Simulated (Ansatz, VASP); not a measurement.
**One calculation of CoO, two programs**

The input INCAR:

```
SYSTEM = CoO
ALGO = Normal
EDIFF = 1E-6
ENCUT = 520
GGA = PE
ISIF = 2
ISMEAR = -1
ISPIN = 2
LASPH = .TRUE.
LCHARG = .FALSE.
LMAXMIX = 4
LORBIT = 11
LREAL = .FALSE.
LWAVE = .FALSE.
MAGMOM = 3 0
NBANDS = 18
NELM = 150
PREC = Accurate
SIGMA = 0.05
```

Contents of KPOINTS:

```
k-points
0
G
  12 12 12
  0 0 0
```

The input POSCAR:

```
CoO
1.0
   -1.5278448268      1.5278448268      2.1349805184
    1.5278448268     -1.5278448268      2.1349805184
    1.5278448268      1.5278448268     -2.1349805184
Co O
1 1
Direct
    0.0000000000      0.0000000000      0.0000000000
    0.5000000000      0.5000000000      0.0000000000
```

input.yaml

```yaml
crystal:
  lattice:
    - [-1.5278448268, 1.5278448268, 2.1349805184]
    - [1.5278448268, -1.5278448268, 2.1349805184]
    - [1.5278448268, 1.5278448268, -2.1349805184]
  atoms:
    - { symbol: Co, position: [0.0, 0.0, 0.0], spin: 3.0 }
    - { symbol: O, position: [0.5, 0.5, 0.0] }
kpoints:
  mp_grid: { grid: [12, 12, 12] }
scf:
  occupations: { method: fermi_dirac, width: 0.05 }
hamiltonian:
  xc: pbe
  pseudopotentials: { kind: all_electron, lapw: { basis_error: 0.0005 } }
magnetization:
  spin_polarized: true
output:
  forces: true
  stress: true
  eigenvalues: true
```

Change from the starting cell: volume scaled by 1.04.

Alike in both runs: task single point; functional PBE; k mesh 12 × 12 × 12; occupations fermi-dirac, width 0.05 eV; collinear spin.

|  | VASP | Ansatz |
| --- | --- | --- |
| version | VASP 6.6.1 | Ansatz 0.2.0 |
| potentials or method | VASP PAW PBE potentials, release 64 (Co, O), cutoff 520 eV | all-electron LAPW, scalar-relativistic |

VASP gave:

* gap on the k mesh at the Fermi level (eV): none
* pressure (GPa): -6.7
* traceless stress, the component that is largest in VASP (GPa): -0.06
* net moment per atom (μB): 1.48
* size of the moment on the site where the two differ most (μB): 2.59

Question: What did Ansatz give for the same quantities?

Answer: gap on the k mesh at the Fermi level (eV): none; pressure (GPa): -6.4; traceless stress, the component that is largest in VASP (GPa): -0.34; net moment per atom (μB): 1.49; size of the moment on the site where the two differ most (μB): 2.62.

Site moments also hang on the region over which each program counts them. A gap of «none» marks a metal or a gap that the smearing closes. Ansatz ran all-electron here, and VASP with PAW potentials.
